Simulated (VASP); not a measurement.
P2Se2O:

```
CELL_PARAMETERS angstrom
4.35447 0.00000 0.00000
-2.17723 3.77108 0.00000
0.00000 0.00000 7.07527
ATOMIC_POSITIONS crystal
P 0.33333 0.66667 0.00000
P 0.66667 0.33333 0.00000
Se 0.00000 0.00000 0.78088
Se 0.00000 0.00000 0.21912
O 0.00000 0.00000 0.50000
```

```yaml
Program: VASP 6.6.1
Task: relaxation of cell and atoms
Functional: PBE
Dispersion: D3(BJ)
Potentials_or_basis: VASP PAW PBE potentials, release 64 (P, Se, O)
Cutoff: 600 eV
k_mesh: 6 × 6 × 4
Occupations: gaussian, width 0.1 eV
Spin: no spin polarisation
```

At the start: pressure -6.1 GPa; volume 23.24 Å³/atom.

Question: How do energy, volume and symmetry change on relaxing?

Answer: Over 29 steps the energy falls by 95.4 meV/atom and the volume is 20.02 Å³/atom (-13.9 %); space group P6/mmm (No. 191, to 0.05 Å).

Step by step:
| step | energy change (eV) | largest force (eV/Å) | pressure (GPa) | volume (Å³) |
| --- | --- | --- | --- | --- |
| 1 | 0.0000 | 0.6626 | -6.13 | 116.18 |
| 2 | -0.1940 | 0.8575 | 2.73 | 101.82 |
| 3 | -0.2549 | 0.2309 | -0.72 | 106.10 |
| 4 | -0.2763 | 0.1190 | -0.14 | 104.04 |
| 5 | -0.2767 | 0.1687 | -0.05 | 103.75 |
| 6 | -0.2795 | 0.1382 | 0.10 | 103.48 |
| 7 | -0.2855 | 0.0359 | 0.59 | 102.65 |
| 8 | -0.2962 | 0.0923 | 1.56 | 101.00 |
| 9 | -0.3140 | 0.5229 | 4.07 | 97.66 |
| 10 | -0.3141 | 0.5248 | 4.08 | 97.65 |
| 11 | -0.3144 | 0.5307 | 4.10 | 97.62 |
| 12 | -0.3150 | 0.5429 | 4.13 | 97.58 |
| 13 | -0.3161 | 0.5680 | 4.19 | 97.48 |
| 14 | -0.3179 | 0.6222 | 4.32 | 97.29 |
| 15 | -0.3196 | 0.7471 | 4.60 | 96.91 |
| 16 | -0.3224 | 0.7390 | 4.55 | 96.93 |
| 17 | -0.3306 | 0.7160 | 4.42 | 96.99 |
| 18 | -0.3463 | 0.6721 | 4.18 | 97.10 |
| 19 | -0.3747 | 0.5951 | 3.71 | 97.33 |
| 20 | -0.4206 | 0.4794 | 2.86 | 97.76 |
| 21 | -0.4674 | 0.2951 | 1.36 | 98.58 |
| 22 | -0.4684 | 0.2534 | 1.06 | 98.75 |
| 23 | -0.4685 | 0.2612 | 1.12 | 98.72 |
| 24 | -0.4706 | 0.2250 | 0.99 | 98.89 |
| 25 | -0.4751 | 0.1198 | 0.60 | 99.40 |
| 26 | -0.4752 | 0.0899 | -0.10 | 100.41 |
| 27 | -0.4765 | 0.0123 | 0.23 | 99.92 |
| 28 | -0.4768 | 0.0010 | 0.16 | 99.98 |
| 29 | -0.4770 | 0.0180 | 0.04 | 100.08 |

Final structure:
```
P Se O
1.0
     3.93059    0.00000    0.00000
    -1.96530    3.40399    0.00000
     0.00000    0.00000    7.47970
P Se O
2 2 1
Direct
  0.33333 0.66667 0.00000
  0.66667 0.33333 0.00000
  0.00000 0.00000 0.74793
  0.00000 0.00000 0.25207
  0.00000 0.00000 0.50000
```

Caveat: pairwise dispersion overbinds metals, which lowers pressure and volume.
